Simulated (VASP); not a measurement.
Crystal: W.

```
CELL_PARAMETERS angstrom
-1.58000 1.58000 1.58000
1.58000 -1.58000 1.58000
1.58000 1.58000 -1.58000
ATOMIC_POSITIONS crystal
W 0.00000 0.00000 0.00000
```

| Item | Value |
| --- | --- |
| Program | VASP 6.6.1 |
| Task | relaxation of cell and atoms |
| Functional | LDA |
| Potentials or basis | VASP PAW LDA potentials, release 64 (W_sv) |
| Cutoff | 500 eV |
| k mesh | 11 × 11 × 11 |
| Occupations | fermi-dirac, width 0.05 eV |
| Spin | no spin polarisation |

At the start: pressure -5.7 GPa; volume 15.78 Å³/atom.

**Question.** How do energy, volume and symmetry change on relaxing?

**Answer.** Over 3 steps the energy falls by 4.9 meV/atom and the volume is 15.51 Å³/atom (-1.7 %); space group Im-3m (No. 229, to 0.1 Å) before and after.

Step by step:
```tsv
step	energy change (eV)	largest force (eV/Å)	pressure (GPa)	volume (Å³)
1	0.0000	0.0000	-5.68	15.78
2	0.0669	0.0000	25.15	14.53
3	-0.0049	0.0000	-0.17	15.51
```

Final structure:
```
W
1.0
    -1.57107    1.57107    1.57107
     1.57107   -1.57107    1.57107
     1.57107    1.57107   -1.57107
W
1
Cartesian
  0.0000 0.0000 0.0000
```
